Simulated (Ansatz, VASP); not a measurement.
Two plane-wave programs on Cd7CuSe8

```
Cu Cd Se
1.0
     8.59700    0.00000    0.00000
    -4.29850    7.44522    0.00000
     0.00000    0.00000    7.01520
Cu Cd Se
1 7 8
Direct
  0.33333 0.16667 0.00036
  0.32735 0.66367 0.99511
  0.83633 0.17265 0.99511
  0.83633 0.66367 0.99511
  0.17165 0.32835 0.50553
  0.17165 0.84329 0.50553
  0.65671 0.32835 0.50553
  0.66667 0.83333 0.49617
  0.33333 0.16667 0.34831
  0.32975 0.66487 0.37611
  0.83513 0.17025 0.37611
  0.83513 0.66487 0.37611
  0.17761 0.32239 0.88330
  0.17761 0.85522 0.88330
  0.64478 0.32239 0.88330
  0.66667 0.83333 0.87502
```

Alike in both runs: task single point; functional PBEsol; k mesh 3 × 3 × 3; occupations gaussian, width 0.05 eV; no spin polarisation; Hubbard terms Cu d U = 5.0 eV.

|  | VASP | Ansatz |
| --- | --- | --- |
| version | VASP 6.6.1 | Ansatz 0.2.0 |
| potentials or method | VASP PAW PBE potentials, release 64 (Cu, Cd, Se), cutoff 520 eV | scalar-relativistic, plane waves, PAW |
| valence electrons in the cell | 143 | 287 |

|  | VASP | Ansatz | Ansatz less VASP |
| --- | --- | --- | --- |
| gap on the k mesh at the Fermi level (eV) | none | none | - |
| pressure (GPa) | -1.8 | -2.0 | -0.24 |
| traceless stress, the component that is largest in VASP (GPa) | 0.21 | 0.22 | +0.010 |
| rms of the force components (eV/Å) | 0.033 | 0.003 | -0.0300 |

VASP's potentials were made for PBE, not for PBEsol. The programs project onto different local orbitals, so the same U acts differently, and such runs can settle in different states. Atom by atom the forces differ by 0.033 eV/Å (rms over components). A gap of «none» marks a metal or a gap that the smearing closes. VASP's potentials hold 143 valence electrons a cell and Ansatz's 287, so a difference there can come from the potentials and not from the codes. Ansatz's warnings: filled band counts differ across k points.
